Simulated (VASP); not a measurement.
# La2O3 in VASP: notebook

La2O3 is run at these levels: PBEsol, LDA, PBE; tasks: single point, relaxation of cell and atoms.

Everything below comes from runs of VASP 6.6.1. Logs are shortened: lines on timing, memory, paths and dates and some standing lists are left out, and cuts for length are marked.

## (1) The cell of the first run

The structure is hexagonal, space group P-62m (No. 189). The conventional cell has a = 6.349 Å, b = 6.349 Å, c = 3.343 Å, α = 90.00°, β = 90.00°, γ = 120.00°. La (site symmetry -6) has 6 O at 2.48 Å and 2 La at 3.34 Å within 3.4 Å. Within 3.4 Å of O (site symmetry m2m) lie 4 La at 2.48 Å and 6 O at 3.18 to 3.34 Å.

## (2) Single point, PBEsol (23.34 Å³/atom)

Input file INCAR:

```
SYSTEM = La2O3
PREC = Accurate
ENCUT = 520
EDIFF = 1E-6
ISMEAR = -1
SIGMA = 0.05
LREAL = .False.
LASPH = .True.
NELM = 60
ALGO = Normal
ISIF = 2
LWAVE = .False.
LCHARG = .True.
GGA = PS
LELF = .True.
LVHAR = .True.
NBANDS = 28
```

Input file KPOINTS:

```
regular mesh
0
Gamma
  5 5 8
  0 0 0
```

Input file POSCAR:

```
La2O3
1.0
    6.3492473695      0.0000000000      0.0000000000
   -3.1746236848      5.4986095169      0.0000000000
    0.0000000000      0.0000000000      3.3431889533
La O
2 3
Direct
    0.6666666667      0.3333333333      0.5000000000
    0.3333333333      0.6666666667      0.5000000000
    0.5080139900      0.0000000000      0.0000000000
    0.0000000000      0.5080139900      0.0000000000
    0.4919860100      0.4919860100      0.0000000000
```

Potentials or basis: VASP PAW PBE potentials, release 64 (La, O).

The run is started by

```bash
$ cat potpaw_PBE.64/La/POTCAR potpaw_PBE.64/O/POTCAR > POTCAR
$ mpirun -np 1 vasp_std > vasp.out
```

OUTCAR:

```text
SYSTEM = La2O3
   PREC = Accurate
   ENCUT = 520
   EDIFF = 1E-6
   ISMEAR = -1
   LREAL = .False.
   LASPH = .True.
   NELM = 60
   ISIF = 2
   GGA = PS

 ion  position               nearest neighbor table
   1  0.667  0.333  0.500-   3 2.48   3 2.48   4 2.48   4 2.48   5 2.48   5 2.48   2 3.67   2 3.67
                             2 3.67
   2  0.333  0.667  0.500-   4 2.48   4 2.48   3 2.48   3 2.48   5 2.48   5 2.48   1 3.67   1 3.67
                             1 3.67
   3  0.508  0.000  0.000-   1 2.48   1 2.48   2 2.48   2 2.48
   4  0.000  0.508  0.000-   2 2.48   2 2.48   1 2.48   1 2.48
   5  0.492  0.492  0.000-   1 2.48   1 2.48   2 2.48   2 2.48

  LATTYP: Found a hexagonal cell.
 ALAT       =     6.3492473695
 C/A-ratio  =     0.5265488583

  Lattice vectors:

 A1 = (   6.3492473695,   0.0000000000,   0.0000000000)
 A2 = (  -3.1746236848,   5.4986095169,   0.0000000000)
 A3 = (   0.0000000000,   0.0000000000,   3.3431889533)

Analysis of symmetry for initial positions (statically):
=====================================================================
 Subroutine PRICEL returns:
 Original cell was already a primitive cell.

 Routine SETGRP: Setting up the symmetry group for a
 hexagonal supercell.

 Subroutine GETGRP returns: Found 12 space group operations
 (whereof 12 operations were pure point group operations)
 out of a pool of 24 trial point group operations.

The static configuration has the point symmetry D_3h.

Analysis of symmetry for dynamics (positions and initial velocities):
=====================================================================
 Subroutine PRICEL returns:
 Original cell was already a primitive cell.

 Routine SETGRP: Setting up the symmetry group for a
 hexagonal supercell.

 Subroutine GETGRP returns: Found 12 space group operations
 (whereof 12 operations were pure point group operations)
 out of a pool of 24 trial point group operations.

The dynamic configuration has the point symmetry D_3h.

 Subroutine INISYM returns: Found 12 space group operations
 (whereof 12 operations are pure point group operations),
 and found     1 'primitive' translations

----------------------------------------------------------------------------------------

                                     Primitive cell

  volume of cell :     116.7175

  direct lattice vectors                    reciprocal lattice vectors
     6.349247369  0.000000000  0.000000000     0.157498982  0.090932080  0.000000000
    -3.174623685  5.498609517  0.000000000     0.000000000  0.181864160  0.000000000
     0.000000000  0.000000000  3.343188953     0.000000000  0.000000000  0.299115609

  length of vectors
     6.349247369  6.349247370  3.343188953     0.181864160  0.181864160  0.299115609

  position of ions in fractional coordinates (direct lattice)
     0.666666667  0.333333333  0.500000000
     0.333333333  0.666666667  0.500000000
     0.508013990  0.000000000  0.000000000
     0.000000000  0.508013990  0.000000000
     0.491986010  0.491986010  0.000000000

  ion indices of the primitive-cell ions
   primitive index   ion index
                 1           1
                 2           2
                 3           3
                 4           4
                 5           5

----------------------------------------------------------------------------------------

 KPOINTS: regular mesh

Automatic generation of k-mesh.
 Grid dimensions read from file:
 generate k-points for:    5    5    8

 Generating k-lattice:

  Cartesian coordinates                     Fractional coordinates (reciprocal lattice)
     0.031499796  0.018186416  0.000000000     0.200000000  0.000000000  0.000000000
     0.000000000  0.036372832  0.000000000     0.000000000  0.200000000  0.000000000
     0.000000000  0.000000000  0.037389451     0.000000000  0.000000000  0.125000000

  Length of vectors
     0.036372832  0.036372832  0.037389451

  Shift w.r.t. Gamma in fractional coordinates (k-lattice)
     0.000000000  0.000000000  0.000000000

 Subroutine IBZKPT returns following result:
 ===========================================

 Found     25 irreducible k-points:

 Following reciprocal coordinates:
            Coordinates               Weight
  0.000000  0.000000  0.000000      1.000000
  0.200000  0.000000  0.000000      6.000000
  0.400000  0.000000  0.000000      6.000000
  0.200000  0.200000  0.000000      6.000000
  0.400000  0.200000  0.000000      6.000000
  0.000000  0.000000  0.125000      2.000000
[... 16 lines left out ...]
  0.400000  0.000000  0.500000      6.000000
  0.200000  0.200000  0.500000      6.000000
   k-points           NKPTS =     25   k-points in BZ     NKDIM =     25   number of bands    NBANDS=     28
   number of dos      NEDOS =    301   number of ions     NIONS =      5
   total plane-waves  NPLWV =  64512
   dimension x,y,z NGX =    48 NGY =   48 NGZ =   28
   dimension x,y,z NGXF=    96 NGYF=   96 NGZF=   56
   ions per type =               2   3
   NGX,Y,Z   is equivalent  to a cutoff of  12.57, 12.57, 13.92 a.u.
   NGXF,Y,Z  is equivalent  to a cutoff of  25.14, 25.14, 27.85 a.u.
 SYSTEM =  La2O3
   PREC   = accura    normal or accurate (medium, high low for compatibility)
   ISTART =      0    job   : 0-new  1-cont  2-samecut
   ICHARG =      2    charge: 1-file 2-atom 10-const
   ISPIN  =      1    spin polarized calculation?
   LNONCOLLINEAR =      F non collinear calculations
   LSORBIT =      F    spin-orbit coupling
   LASPH  =      T    aspherical Exc in radial PAW
   ENCUT  =  520.0 eV  38.22 Ry    6.18 a.u.  11.81 11.81  6.22*2*pi/ulx,y,z
   NELM   =     60;   NELMIN=  2; NELMDL= -5     # of ELM steps
   EDIFF  = 0.1E-05   stopping-criterion for ELM
   LREAL  =      F    real-space projection
   EDIFFG = 0.1E-04   stopping-criterion for IOM
   NSW    =      0    number of steps for IOM
   IBRION =     -1    ionic relax: 0-MD 1-quasi-New 2-CG
   NFREE  =      0    steps in history (QN), initial steepest desc. (CG)
   ISIF   =      2    stress and relaxation
   ISYM   =      2    0-nonsym 1-usesym 2-fastsym
   POTIM  = 0.5000    time-step for ionic-motion
   TEBEG  =    0.0;   TEEND  =   0.0 temperature during run
   PSTRESS=    0.0 pullay stress
   NELECT =      40.0000    total number of electrons
   NUPDOWN=      -1.0000    fix difference up-down
   EMIN   =  10.00;   EMAX   =-10.00  energy-range for DOS
   EFERMI =   0.00;   METHOD = LEGACY
   ISMEAR =    -1;   SIGMA  =   0.05  broadening in eV -4-tet -1-fermi 0-gaus
   EFERMI_NEDOS =   21; number of points for ismear=-14 and -15
   IALGO  =     38    algorithm
   IMIX   =      4    mixing-type and parameters
     AMIX     =   0.40;   BMIX     =  1.00
     AMIX_MAG =   1.60;   BMIX_MAG =  1.00
  volume/ion in A,a.u.               =      23.34       157.53
  Fermi-wavevector in a.u.,A,eV,Ry     =   1.145643  2.164952 17.857632  1.312499
  Thomas-Fermi vector in A             =   2.282331
   LORBIT       =      0    0 simple, 1 ext, 2 COOP (PROOUT), +10 PAW based schemes
   GGA     = PS    functional components
   LHFCALC =     F    Hartree Fock is set to
   AEXX    =    0.0000 exact exchange contribution
   IVDW    =     0    specifies the selected vdW correction
   LEPSILON=     F    determine dielectric tensor
   LRPA    =     F    only Hartree local field effects (RPA)
 non-spin polarized calculation
  energy-cutoff  :      520.00
  volume of cell :      116.72
 maximum number of plane-waves:      3163
 NGX is ok and might be reduce to    48
   NGX = 23   NGY = 23   NGZ = 13

 number of electron      40.0000000 magnetization

 Free energy of the ion-electron system (eV)
  ---------------------------------------------------
  ext. energy  EPLUGINS =         0.00000000
  ---------------------------------------------------
  free energy    TOTEN  =       -42.36035172 eV

  energy without entropy =      -42.36035172  energy(sigma->0) =      -42.36035172

 E-fermi :   3.6792     XC(G=0):  -8.3226

 val. band max:        2.8452226889   @ k =   0.0000   0.0000   0.5000
 cond. band min:       4.5019807175   @ k =   0.0000   0.0000   0.0000
 fundamental gap:      1.6567580286
 Fermi energy:         3.6792350324

 k-point     1 :       0.0000    0.0000    0.0000
  band No.  band energies     occupation
      1     -27.6339      2.00000
      2     -27.4428      2.00000
      3     -14.2908      2.00000
      4     -14.2908      2.00000
      5     -12.7281      2.00000
      6     -11.1705      2.00000
[... 20 lines left out ...]
     27       7.6628      0.00000
     28       7.6705      0.00000

 k-point     2 :       0.2000    0.0000    0.0000
  band No.  band energies     occupation
      1     -27.6184      2.00000
      2     -27.4593      2.00000
      3     -14.2961      2.00000
      4     -14.1998      2.00000
      5     -12.9466      2.00000
      6     -11.1462      2.00000
[... 20 lines left out ...]
     27       7.6764      0.00000
     28       7.6782      0.00000

 k-point     3 :       0.4000    0.0000    0.0000
  band No.  band energies     occupation
      1     -27.5819      2.00000
      2     -27.4973      2.00000
      3     -14.3047      2.00000
      4     -13.9781      2.00000
      5     -13.3252      2.00000
      6     -11.1057      2.00000
[... 20 lines left out ...]
     27       7.6873      0.00000
     28       7.7125      0.00000

 k-point     4 :       0.2000    0.2000    0.0000
  band No.  band energies     occupation
      1     -27.5910      2.00000
      2     -27.4879      2.00000
      3     -14.3054      2.00000
      4     -14.0301      2.00000
      5     -13.2450      2.00000
      6     -11.1047      2.00000
[... 578 lines left out ...]
     27       7.4478      0.00000
     28       7.4629      0.00000

 k-point    23 :       0.4000    0.0000    0.5000
  band No.  band energies     occupation
      1     -27.3036      2.00000
      2     -27.2397      2.00000
      3     -14.6423      2.00000
      4     -13.9413      2.00000
      5     -12.8699      2.00000
      6     -11.6169      2.00000
[... 20 lines left out ...]
     27       7.5096      0.00000
     28       7.6409      0.00000

 k-point    24 :       0.2000    0.2000    0.5000
  band No.  band energies     occupation
      1     -27.3105      2.00000
      2     -27.2326      2.00000
      3     -14.7011      2.00000
      4     -13.8324      2.00000
      5     -12.8700      2.00000
      6     -11.6192      2.00000
[... 20 lines left out ...]
     27       7.5261      0.00000
     28       7.5955      0.00000

 [... further k-points ...]

------------------------ aborting loop because EDIFF is reached ----------------------------------------

  FORCE on cell =-STRESS in cart. coord.  units (eV):
  Direction    XX          YY          ZZ          XY          YZ          ZX
  --------------------------------------------------------------------------------------
  -------------------------------------------------------------------------------------
  Total       -2.0402687     -2.0402687     -6.1156954      0.0000000     -0.0000000      0.0000000
  in kB      -28.0066980    -28.0066980    -83.9499378      0.0000000     -0.0000000      0.0000000
  external PRESSURE =     -46.6544446 kB  Pullay stress =       0.0000000 kB

 VOLUME and BASIS-vectors are now :
 -----------------------------------------------------------------------------
  energy-cutoff  :      520.00
  volume of cell :      116.72
      direct lattice vectors                 reciprocal lattice vectors
     6.349247369  0.000000000  0.000000000     0.157498982  0.090932080  0.000000000
    -3.174623685  5.498609517  0.000000000     0.000000000  0.181864160  0.000000000
     0.000000000  0.000000000  3.343188953     0.000000000  0.000000000  0.299115609

 POSITION                                       TOTAL-FORCE (eV/Angst)
 -----------------------------------------------------------------------------------
      3.17462      1.83287      1.67159        -0.000000     -0.000000      0.000000
     -0.00000      3.66574      1.67159        -0.000000      0.000000      0.000000
      3.22551      0.00000      0.00000        -0.079931      0.000000     -0.000000
     -1.61275      2.79337      0.00000         0.039966     -0.069223      0.000000
      1.56187      2.70524      0.00000         0.039966      0.069223     -0.000000
 -----------------------------------------------------------------------------------
    total drift:                               -0.000001     -0.000001      0.000000

  FREE ENERGIE OF THE ION-ELECTRON SYSTEM (eV)
  ---------------------------------------------------
  free  energy   TOTEN  =       -42.3603517164 eV

  energy  without entropy=      -42.3603517150  energy(sigma->0) =      -42.36035172
```

It took 78 s on 1 thread of Intel Xeon 6975P-C (Granite Rapids), shared host; peak memory 0.29 GiB.

What came out:

```
Free energy            : -42.3604 eV
Pressure               : -4.7 GPa
Largest force          : 0.080 eV/Å
Band gap on the k mesh : 1.66 eV (least direct gap 2.05 eV)
```

Forces in eV/Å, atoms in the order of the input:
```
La   0.000  0.000  0.000
La   0.000  0.000  0.000
O   -0.080  0.000  0.000
O    0.040 -0.069  0.000
O    0.040  0.069  0.000
```

Caveat: the cell stands under tension; the PAW data sets were made with another functional, which shifts forces and pressure a little; spin-orbit coupling is left out, which moves the levels of the heavy elements; an odd mesh through Γ misses points on the zone boundary, where band edges can lie.

## (3) Single point, LDA (23.79 Å³/atom)

This run uses another cell than the first one, of 23.79 Å³/atom.

Input file INCAR:

```
PREC = Accurate
ENCUT = 520
EDIFF = 1E-7
ISMEAR = -1
SIGMA = 0.05
LREAL = False
LASPH = True
NELM = 60
ALGO = Normal
ISIF = 2
LWAVE = False
LCHARG = False
NBANDS = 28
```

Input file KPOINTS:

```
Automatic mesh
0
Gamma
  5 5 8
```

POSCAR: that of step 2 with these lines changed.

```diff
@@ -2,5 +2,5 @@
 1.0
-    6.3492473695      0.0000000000      0.0000000000
-   -3.1746236848      5.4986095169      0.0000000000
-    0.0000000000      0.0000000000      3.3431889533
+    6.3896895259      0.0000000000      0.0000000000
+   -3.1948447630      5.5336334518      0.0000000000
+    0.0000000000      0.0000000000      3.3644837246
 La O
```

Potentials or basis: VASP PAW LDA potentials, release 64 (La, O).

The run is started by

```bash
$ cat potpaw_LDA.64/La/POTCAR potpaw_LDA.64/O/POTCAR > POTCAR
$ mpirun -np 1 vasp_std > vasp.out
```

Run time: 62 s. Hardware: 1 thread of Intel Xeon 6975P-C (Granite Rapids), shared host; peak memory 0.24 GiB.

Results (log left out):

```yaml
Free_energy: -44.1538 eV
Pressure: -8.0 GPa
Largest_force: 0.098 eV/Å
Band_gap_on_the_k_mesh: 1.66 eV (least direct gap 2.02 eV)
```

Forces on the atoms (eV/Å):
```
La   0.000  0.000  0.000
La   0.000  0.000  0.000
O   -0.098  0.000  0.000
O    0.049 -0.085  0.000
O    0.049  0.085  0.000
```

Stress tensor (GPa, compression positive):
```
 -5.68   0.00   0.00
  0.00  -5.68   0.00
  0.00   0.00 -12.76
```

Levels at points of the mesh, in eV from the valence-band top:
| k point | band 17 | band 18 | band 19 | band 20 | band 21 | band 22 | band 23 | band 24 |
| --- | --- | --- | --- | --- | --- | --- | --- | --- |
| (0.00, 0.00, 0.00) | -0.80 | -0.80 | -0.41 | -0.35 | 1.66 | 3.44 | 3.88 | 3.88 |
| (0.00, 0.00, 0.50) | -0.87 | -0.87 | -0.05 | 0.00 | 4.10 | 4.12 | 4.16 | 4.26 |

Caveat: the cell stands under tension; spin-orbit coupling is left out, which moves the levels of the heavy elements; an odd mesh through Γ misses points on the zone boundary, where band edges can lie.

[end of part 1 of 2]
